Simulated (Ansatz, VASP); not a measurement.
## ZnS: VASP beside Ansatz

Contents of INCAR:

```
PREC = Accurate
ENCUT = 520
EDIFF = 1E-8
ISMEAR = -1
SIGMA = 0.03
LREAL = False
LASPH = True
NELM = 80
ALGO = Normal
ISIF = 2
LWAVE = False
LCHARG = False
GGA = PE
LEFG = True
NBANDS = 26
```

The input KPOINTS:

```
regular mesh
0
Gamma
  8 8 5
```

File POSCAR:

```
ZnS
1.0
    3.8236600001      0.0000000000      0.0000000000
   -1.9118300001      3.3113866955      0.0000000000
    0.0000000000      0.0000000000      6.2547111156
Zn S
2 2
Direct
    0.3333333333      0.6666666667      0.0000000000
    0.6666666667      0.3333333333      0.5000000000
    0.3333333333      0.6666666667      0.3850000000
    0.6666666667      0.3333333333      0.8850000000
```

Input for Ansatz:

```yaml
crystal:
  lattice:
    - [3.8236600001, 0.0, 0.0]
    - [-1.9118300001, 3.3113866955, 0.0]
    - [0.0, 0.0, 6.2547111156]
  atoms:
    - { symbol: Zn, position: [0.3333333333, 0.6666666667, 0.0] }
    - { symbol: Zn, position: [0.6666666667, 0.3333333333, 0.5] }
    - { symbol: S, position: [0.3333333333, 0.6666666667, 0.385] }
    - { symbol: S, position: [0.6666666667, 0.3333333333, 0.885] }
kpoints:
  mp_grid: { grid: [8, 8, 5] }
scf:
  occupations: { method: fermi_dirac, width: 0.03 }
hamiltonian:
  xc: pbe
  pseudopotentials: { kind: paw }
output:
  forces: true
  stress: true
  eigenvalues: true
  efg: { contact_densities: true }
```

Change from the starting cell: volume scaled by 1.01, PAW files.

Alike in both runs: task electric field gradients; functional PBE; k mesh 8 × 8 × 5; occupations fermi-dirac, width 0.03 eV; no spin polarisation.

|  | VASP | Ansatz |
| --- | --- | --- |
| version | VASP 6.6.1 | Ansatz 0.2.0 |
| potentials or method | VASP PAW PBE potentials, release 64 (Zn, S) | PAW with Ansatz's default frozen-core files, scalar-relativistic |
| plane-wave cutoff (eV) | 520 | 420 |
| valence electrons in the cell | 36 | 36 |

|  | VASP | Ansatz | Ansatz less VASP |
| --- | --- | --- | --- |
| gap on the k mesh at the Fermi level (eV) | 2.21 | 2.20 | -0.005 |
| pressure (GPa) | 1.7 | 1.6 | -0.17 |
| traceless stress, the component that is largest in VASP (GPa) | -1.28 | -1.25 | +0.023 |
| rms of the force components (eV/Å) | 0.179 | 0.178 | -0.0019 |
| size of Vzz on the site where it differs most (V/Å²) | 19.1 | 18.0 | -1.07 |

Atom by atom the forces differ by 0.002 eV/Å (rms over components).
